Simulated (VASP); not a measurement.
Runs of VASP 6.6.1 on C. The structure is that of space group Fmmm (No. 69), or close to it. The cells are those of the table. 

| cell | gap on the mesh (eV) | pressure (GPa) | largest force (eV/Å) |
| --- | --- | --- | --- |
| a = 3.684, b = 3.174, c = 2.646 Å, angles 78.0, 57.4, 44.6°, 2 atoms | none | -47.4 | 0.02 |
| a = 3.751, b = 3.272, c = 2.593 Å, angles 78.6, 58.8, 42.7°, 2 atoms | none | -36.4 | 0.03 |
| a = 4.278, b = 3.953, c = 2.311 Å, angles 81.6, 66.1, 32.3°, 2 atoms | 1.02 | (a) | - |
| a = 4.120, b = 3.761, c = 2.379 Å, angles 80.9, 64.3, 34.8°, 2 atoms | 0.72 | 30.8 | 0.02 |
| a = 4.439, b = 4.144, c = 2.250 Å, angles 82.2, 67.7, 30.2°, 2 atoms | 1.25 | (b) | - |
| a = 4.043, b = 3.664, c = 2.416 Å, angles 80.5, 63.4, 36.1°, 2 atoms | 0.54 | 16.2 | 0.02 |
| a = 3.849, b = 3.409, c = 2.525 Å, angles 79.3, 60.5, 40.1°, 2 atoms | none | -19.3 | 0.03 |
| a = 3.907, b = 3.488, c = 2.490 Å, angles 79.7, 61.4, 38.8°, 2 atoms | 0.15 | -8.8 | 0.04 |

Alike in all rows: task single point; level PBEsol; potentials or basis VASP PAW PBE potentials, release 64 (C); no spin polarisation; k mesh 14 × 14 × 14; cutoff (eV) 520; smearing gaussian 0.05 eV.

Task: Fill in the values left out.

Result: (a) 60.8; (b) 91.8.

Caveats: the PAW data sets were made with another functional, which shifts forces and pressure a little.

A k mesh can miss the band edges.

A gap of «none» marks levels without a gap at the run's occupations.
